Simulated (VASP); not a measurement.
CsBr2, 3 atoms in the cell. The structure is trigonal, space group R-3m (No. 166). Conventional cell: a = 5.558 Å, b = 5.558 Å, c = 16.949 Å, α = 90.00°, β = 90.00°, γ = 120.00°. Cs (site symmetry -3m) has 8 Br at 3.51 to 3.86 Å within 4.6 Å. Within 4.6 Å of Br (site symmetry 3m) lie 3 Br at 3.49 Å and 4 Cs at 3.51 to 3.86 Å. 

| Quantity | Value |
| --- | --- |
| Program | VASP 6.6.1 |
| Task | single point |
| Functional | PBE |
| Potentials or basis | VASP PAW PBE potentials, release 64 (Cs_sv, Br) |
| Cutoff | 520 eV |
| k mesh | 6 × 6 × 6 |
| Occupations | gaussian, width 0.1 eV |
| Spin | no spin polarisation |
| Dipole correction | no |
| Further INCAR settings | ALGO = Normal; EDIFF = 1e-07; NBANDS = 18 |

Potentials or basis: VASP PAW PBE potentials, release 64 (Cs_sv, Br).

Run with:

```sh
$ cat potpaw_PBE.64/Cs_sv/POTCAR potpaw_PBE.64/Br/POTCAR > POTCAR
$ mpirun -np 1 vasp_std > vasp.out
```

Hardware: 1 thread of Intel(R) Xeon(R) Platinum 8488C (Sapphire Rapids) (shared host).

Q: How long does it take, and how much memory?

A: Wall time 64 s on 1 thread of Intel(R) Xeon(R) Platinum 8488C (Sapphire Rapids) (shared host), peak memory 0.35 GiB. Counts: scf iterations 15, k points 32.
